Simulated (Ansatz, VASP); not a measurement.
## One calculation of GaAs, two programs

```
CELL_PARAMETERS angstrom
0.00000 2.83308 2.83308
2.83308 0.00000 2.83308
2.83308 2.83308 0.00000
ATOMIC_POSITIONS crystal
Ga 0.00000 0.00000 0.00000
As 0.25000 0.25000 0.25000
```

Alike in both runs: task single point; functional r2SCAN; k mesh 6 × 6 × 6; no spin polarisation.

|  | VASP | Ansatz |
| --- | --- | --- |
| version | VASP 6.6.1 | Ansatz 0.2.0 |
| potentials or method | VASP PAW PBE potentials, release 64 (Ga_d, As) | plane waves |
| plane-wave cutoff (eV) | 550 | 500 |
| occupations | gaussian, width 0.01 eV | fixed |
| valence electrons in the cell | 18 | 28 |

Ansatz gave:

- gap on the k mesh at the Fermi level (eV): 0.96
- pressure (GPa): 0.0

Task: Which values does VASP return?

Result: gap on the k mesh at the Fermi level (eV): 0.94; pressure (GPa): 0.1.

VASP's potentials were made for PBE, not for r2SCAN. VASP's potentials hold 18 valence electrons a cell and Ansatz's 28, so a difference there can come from the potentials and not from the codes.
